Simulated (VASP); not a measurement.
# AlN (P6_3mc) in VASP: a series of runs, part 3 of 3

VASP 6.6.1.

### 5 Single point, LDA (engineering shear strain xz +0.0000, normal strain along z +0.0133)

The input, INCAR:

```
PREC     = Accurate       # precision mode
ENCUT    = 520            # plane-wave cutoff, eV
EDIFF    = 1E-6           # SCF threshold, eV
ISMEAR   = 0              # smearing method
SIGMA    = 0.05           # smearing width, eV
LREAL    = False          # projectors in reciprocal space
LASPH    = True           # aspherical terms in the spheres
NELM     = 80             # most SCF steps
ALGO     = Normal         # electronic algorithm
ISIF     = 2              # what is computed and relaxed
LWAVE    = False          # write WAVECAR
LCHARG   = False          # write CHGCAR
GGA      = CA             # functional
NBANDS   = 16             # bands
```

The input, KPOINTS:

```
regular mesh
0
Gamma
  9 9 6
```

The input, POSCAR:

```
AlN
1.0
    3.0886152983      0.0000000000      0.0000000000
   -1.5443076491      2.6748193108      0.0000000000
    0.0000000000      0.0000000000      5.0093339367
Al N
2 2
Direct
    0.3333333333      0.6666666667      0.0027751043
    0.6666666667      0.3333333333      0.5027751043
    0.3333333333      0.6666666667      0.3822248957
    0.6666666667      0.3333333333      0.8822248957
```

Potentials or basis: VASP PAW LDA potentials, release 64 (Al, N).

The run is started by

```bash
$ cat potpaw_LDA.64/Al/POTCAR potpaw_LDA.64/N/POTCAR > POTCAR
$ mpirun -np 1 vasp_std > vasp.out
```

OUTCAR:

```text
PREC = Accurate
   ENCUT = 520
   EDIFF = 1E-6
   ISMEAR = 0
   LREAL = False
   LASPH = True
   NELM = 80
   ISIF = 2
   GGA = CA

 ion  position               nearest neighbor table
   1  0.333  0.667  0.003-   4 1.88   4 1.88   4 1.88   3 1.90   2 3.07   2 3.07   2 3.07   2 3.07
                             2 3.07   2 3.07
   2  0.667  0.333  0.503-   3 1.88   3 1.88   3 1.88   4 1.90   1 3.07   1 3.07   1 3.07   1 3.07
                             1 3.07   1 3.07
   3  0.333  0.667  0.382-   2 1.88   2 1.88   2 1.88   1 1.90
   4  0.667  0.333  0.882-   1 1.88   1 1.88   1 1.88   2 1.90

  LATTYP: Found a hexagonal cell.
 ALAT       =     3.0886152983
 C/A-ratio  =     1.6218704671

  Lattice vectors:

 A1 = (   3.0886152983,   0.0000000000,   0.0000000000)
 A2 = (  -1.5443076491,   2.6748193108,   0.0000000000)
 A3 = (   0.0000000000,   0.0000000000,   5.0093339367)

Analysis of symmetry for initial positions (statically):
=====================================================================
 Subroutine PRICEL returns:
 Original cell was already a primitive cell.

 Routine SETGRP: Setting up the symmetry group for a
 hexagonal supercell.

 Subroutine GETGRP returns: Found 12 space group operations
 (whereof  6 operations were pure point group operations)
 out of a pool of 24 trial point group operations.

The static configuration has the point symmetry C_3v.
 The point group associated with its full space group is C_6v.

Analysis of symmetry for dynamics (positions and initial velocities):
=====================================================================
 Subroutine PRICEL returns:
 Original cell was already a primitive cell.

 Routine SETGRP: Setting up the symmetry group for a
 hexagonal supercell.

 Subroutine GETGRP returns: Found 12 space group operations
 (whereof  6 operations were pure point group operations)
 out of a pool of 24 trial point group operations.

The dynamic configuration has the point symmetry C_3v.
 The point group associated with its full space group is C_6v.

 Subroutine INISYM returns: Found 12 space group operations
 (whereof  6 operations are pure point group operations),
 and found     1 'primitive' translations

----------------------------------------------------------------------------------------

                                     Primitive cell

  volume of cell :      41.3846

  direct lattice vectors                    reciprocal lattice vectors
     3.088615298  0.000000000  0.000000000     0.323769684  0.186928514  0.000000000
    -1.544307649  2.674819311  0.000000000     0.000000000  0.373857029  0.000000000
     0.000000000  0.000000000  5.009333937     0.000000000  0.000000000  0.199627338

  length of vectors
     3.088615298  3.088615298  5.009333937     0.373857029  0.373857029  0.199627338

  position of ions in fractional coordinates (direct lattice)
     0.333333333  0.666666667  0.002775104
     0.666666667  0.333333333  0.502775104
     0.333333333  0.666666667  0.382224896
     0.666666667  0.333333333  0.882224896

  ion indices of the primitive-cell ions
   primitive index   ion index
                 1           1
                 2           2
                 3           3
                 4           4

----------------------------------------------------------------------------------------

 KPOINTS: regular mesh

Automatic generation of k-mesh.
 Grid dimensions read from file:
 generate k-points for:    9    9    6

 Generating k-lattice:

  Cartesian coordinates                     Fractional coordinates (reciprocal lattice)
     0.035974409  0.020769835  0.000000000     0.111111111  0.000000000  0.000000000
     0.000000000  0.041539670  0.000000000     0.000000000  0.111111111  0.000000000
     0.000000000  0.000000000  0.033271223     0.000000000  0.000000000  0.166666667

  Length of vectors
     0.041539670  0.041539670  0.033271223

  Shift w.r.t. Gamma in fractional coordinates (k-lattice)
     0.000000000  0.000000000  0.000000000

 Subroutine IBZKPT returns following result:
 ===========================================

 Found     48 irreducible k-points:

 Following reciprocal coordinates:
            Coordinates               Weight
  0.000000  0.000000  0.000000      1.000000
  0.111111 -0.000000  0.000000      6.000000
  0.222222  0.000000  0.000000      6.000000
  0.333333  0.000000  0.000000      6.000000
  0.444444  0.000000  0.000000      6.000000
  0.111111  0.111111  0.000000      6.000000
[... 16 lines left out ...]
  0.333333  0.222222  0.166667     24.000000
  0.333333  0.333333  0.166667      4.000000
 [... further k-points ...]
   k-points           NKPTS =     48   k-points in BZ     NKDIM =     48   number of bands    NBANDS=     16
   number of dos      NEDOS =    301   number of ions     NIONS =      4
   total plane-waves  NPLWV =  23040
   dimension x,y,z NGX =    24 NGY =   24 NGZ =   40
   dimension x,y,z NGXF=    48 NGYF=   48 NGZF=   80
   ions per type =               2   2
   NGX,Y,Z   is equivalent  to a cutoff of  12.92, 12.92, 13.27 a.u.
   NGXF,Y,Z  is equivalent  to a cutoff of  25.84, 25.84, 26.55 a.u.
 SYSTEM =  unknown system
   PREC   = accura    normal or accurate (medium, high low for compatibility)
   ISTART =      0    job   : 0-new  1-cont  2-samecut
   ICHARG =      2    charge: 1-file 2-atom 10-const
   ISPIN  =      1    spin polarized calculation?
   LNONCOLLINEAR =      F non collinear calculations
   LSORBIT =      F    spin-orbit coupling
   LASPH  =      T    aspherical Exc in radial PAW
   ENCUT  =  520.0 eV  38.22 Ry    6.18 a.u.   5.74  5.74  9.31*2*pi/ulx,y,z
   NELM   =     80;   NELMIN=  2; NELMDL= -5     # of ELM steps
   EDIFF  = 0.1E-05   stopping-criterion for ELM
   LREAL  =      F    real-space projection
   EDIFFG = 0.1E-04   stopping-criterion for IOM
   NSW    =      0    number of steps for IOM
   IBRION =     -1    ionic relax: 0-MD 1-quasi-New 2-CG
   NFREE  =      0    steps in history (QN), initial steepest desc. (CG)
   ISIF   =      2    stress and relaxation
   ISYM   =      2    0-nonsym 1-usesym 2-fastsym
   POTIM  = 0.5000    time-step for ionic-motion
   TEBEG  =    0.0;   TEEND  =   0.0 temperature during run
   PSTRESS=    0.0 pullay stress
   NELECT =      16.0000    total number of electrons
   NUPDOWN=      -1.0000    fix difference up-down
   EMIN   =  10.00;   EMAX   =-10.00  energy-range for DOS
   EFERMI =   0.00;   METHOD = LEGACY
   ISMEAR =     0;   SIGMA  =   0.05  broadening in eV -4-tet -1-fermi 0-gaus
   EFERMI_NEDOS =   21; number of points for ismear=-14 and -15
   IALGO  =     38    algorithm
   IMIX   =      4    mixing-type and parameters
     AMIX     =   0.40;   BMIX     =  1.00
     AMIX_MAG =   1.60;   BMIX_MAG =  1.00
  volume/ion in A,a.u.               =      10.35        69.82
  Fermi-wavevector in a.u.,A,eV,Ry     =   1.192620  2.253725 19.352143  1.422342
  Thomas-Fermi vector in A             =   2.328654
   LORBIT       =      0    0 simple, 1 ext, 2 COOP (PROOUT), +10 PAW based schemes
   GGA     = CA    functional components
   LHFCALC =     F    Hartree Fock is set to
   AEXX    =    0.0000 exact exchange contribution
   IVDW    =     0    specifies the selected vdW correction
   LEPSILON=     F    determine dielectric tensor
   LRPA    =     F    only Hartree local field effects (RPA)
 non-spin polarized calculation
 Gauss-broadening in eV      SIGMA  =   0.05
  energy-cutoff  :      520.00
  volume of cell :       41.38
 maximum number of plane-waves:      1128
 NGX is ok and might be reduce to    24
   NGX = 11   NGY = 11   NGZ = 19

 number of electron      15.9999999 magnetization

 Free energy of the ion-electron system (eV)
  ---------------------------------------------------
  ext. energy  EPLUGINS =         0.00000000
  ---------------------------------------------------
  free energy    TOTEN  =       -32.83497353 eV

  energy without entropy =      -32.83497353  energy(sigma->0) =      -32.83497353

 E-fermi :   6.1084     XC(G=0): -11.2861

 val. band max:        5.8994669858   @ k =   0.0000   0.0000   0.0000
 cond. band min:      10.2744309700   @ k =   0.0000   0.0000   0.0000
 fundamental gap:      4.3749639842
 Fermi energy:         6.1083899548

 k-point     1 :       0.0000    0.0000    0.0000
  band No.  band energies     occupation
      1      -9.1052      2.00000
      2      -6.9104      2.00000
      3      -0.1594      2.00000
      4       5.1729      2.00000
      5       5.1729      2.00000
      6       5.7944      2.00000
[... 433 lines left out ...]
      3       1.2024      2.00000
      4       1.7599      2.00000
      5       1.7599      2.00000
      6       3.1985      2.00000
[... 8 lines left out ...]
     15      19.0022      0.00000
     16      21.0170      0.00000

 [... further k-points ...]
[... 5 lines left out ...]
  --------------------------------------------------------------------------------------
  -------------------------------------------------------------------------------------
  Total       -0.2062721     -0.2062721     -1.1321552     -0.0000000      0.0000000      0.0000000
  in kB       -7.9856985     -7.9856985    -43.8306877     -0.0000000      0.0000000      0.0000000
  external PRESSURE =     -19.9340282 kB  Pullay stress =       0.0000000 kB

 VOLUME and BASIS-vectors are now :
 -----------------------------------------------------------------------------
  energy-cutoff  :      520.00
  volume of cell :       41.38
      direct lattice vectors                 reciprocal lattice vectors
     3.088615298  0.000000000  0.000000000     0.323769684  0.186928514  0.000000000
    -1.544307649  2.674819311  0.000000000     0.000000000  0.373857029  0.000000000
     0.000000000  0.000000000  5.009333937     0.000000000  0.000000000  0.199627338

 POSITION                                       TOTAL-FORCE (eV/Angst)
 -----------------------------------------------------------------------------------
     -0.00000      1.78321      0.01390         0.000000     -0.000000     -0.001953
      1.54431      0.89161      2.51857        -0.000000      0.000000     -0.001953
     -0.00000      1.78321      1.91469        -0.000000      0.000000      0.001953
      1.54431      0.89161      4.41936         0.000000      0.000000      0.001953
 -----------------------------------------------------------------------------------
    total drift:                               -0.000000      0.000000     -0.000518

  FREE ENERGIE OF THE ION-ELECTRON SYSTEM (eV)
  ---------------------------------------------------
  free  energy   TOTEN  =       -32.8349735278 eV

  energy  without entropy=      -32.8349735278  energy(sigma->0) =      -32.83497353
```

Wall time 20 s (1 thread of Intel Xeon Platinum 8259CL at 2.50GHz (Skylake/Cascade Lake), shared host); peak memory 0.15 GiB.

What came out:

| Item | Value |
| --- | --- |
| Free energy | -32.8350 eV |
| Pressure | -2.0 GPa |
| Band gap on the k mesh | 4.37 eV, direct |

Stress tensor (GPa, compression positive):
```
-0.80  0.00  0.00
 0.00 -0.80  0.00
 0.00  0.00 -4.38
```

Caveat: the cell differs from its parent crystal (engineering shear strain xz +0.0000, normal strain along z +0.0133).

### 6 Single point, LDA (engineering shear strain xz +0.0000, normal strain along z +0.0267)

The input, INCAR:

```
ALGO = Normal ; EDIFF = 1E-6
ENCUT = 520 ; GGA = CA
ISIF = 2 ; ISMEAR = 0
LASPH = True ; LCHARG = False
LREAL = False ; LWAVE = False
NBANDS = 16 ; NELM = 80
PREC = Accurate ; SIGMA = 0.05
```

The input, KPOINTS:

```
k-points
0
Gamma
  9 9 6
```

The input, POSCAR:

```
AlN
1.0
    3.0886152983      0.0000000000      0.0000000000
   -1.5443076491      2.6748193108      0.0000000000
    0.0000000000      0.0000000000      5.0755779659
Al N
2 2
Direct
    0.3333333333      0.6666666667      0.0037920527
    0.6666666667      0.3333333333      0.5037920527
    0.3333333333      0.6666666667      0.3812079473
    0.6666666667      0.3333333333      0.8812079473
```

Potentials or basis: VASP PAW LDA potentials, release 64 (Al, N).

The run is started by

```bash
$ cat potpaw_LDA.64/Al/POTCAR potpaw_LDA.64/N/POTCAR > POTCAR
$ mpirun -np 1 vasp_std > vasp.out
```

Run time: 21 s. Hardware: 1 thread of Intel Xeon Platinum 8259CL at 2.50GHz (Skylake/Cascade Lake), shared host; peak memory 0.15 GiB.

Results (log left out):

| Property | Result |
| --- | --- |
| Free energy | -32.8118 eV |
| Pressure | -4.5 GPa |
| Largest force | 0.005 eV/Å |
| Band gap on the k mesh | 4.30 eV, direct |

Forces on the atoms (eV/Å):
```
Al   0.000  0.000  0.005
Al   0.000  0.000  0.005
N    0.000  0.000 -0.005
N    0.000  0.000 -0.005
```

Stress tensor (GPa, compression positive):
```
-2.02  0.00  0.00
 0.00 -2.02  0.00
 0.00  0.00 -9.41
```

Levels at points of the mesh, in eV from the valence-band top:
```tsv
k point	band 5	band 6	band 7	band 8	band 9	band 10	band 11	band 12
(0.00, 0.00, 0.00)	-0.58	-0.01	0.00	0.00	4.30	6.90	10.41	11.32
(0.00, 0.00, 0.50)	-0.30	-0.30	-0.30	-0.30	6.61	6.61	10.14	10.14
```

Caveat: the cell differs from its parent crystal (engineering shear strain xz +0.0000, normal strain along z +0.0267). A k mesh can miss the band edges.

### 7 Summary

| cell | gap on the mesh (eV) | pressure (GPa) | largest force (eV/Å) |
| --- | --- | --- | --- |
| a = 3.089, b = 3.089, c = 4.746 Å, angles 90.0, 90.0, 120.0°, 4 atoms | 4.52 | 9.2 | 0.01 |
| a = 3.089, b = 3.089, c = 4.812 Å, angles 90.0, 90.0, 120.0°, 4 atoms | 4.49 | 6.2 | - |
| a = 3.089, b = 3.089, c = 4.878 Å, angles 90.0, 90.0, 120.0°, 4 atoms | 4.46 | 3.4 | 0.01 |
| a = 3.089, b = 3.089, c = 5.009 Å, angles 90.0, 90.0, 120.0°, 4 atoms | 4.37 | -2.0 | - |
| a = 3.089, b = 3.089, c = 5.076 Å, angles 90.0, 90.0, 120.0°, 4 atoms | 4.30 | -4.5 | - |

Alike in all rows: task single point; level LDA; potentials or basis VASP PAW LDA potentials, release 64 (Al, N); no spin polarisation; k mesh 9 × 9 × 6; cutoff (eV) 520; smearing gaussian 0.05 eV.

Absolute energies hang on the potentials; compare differences alone.
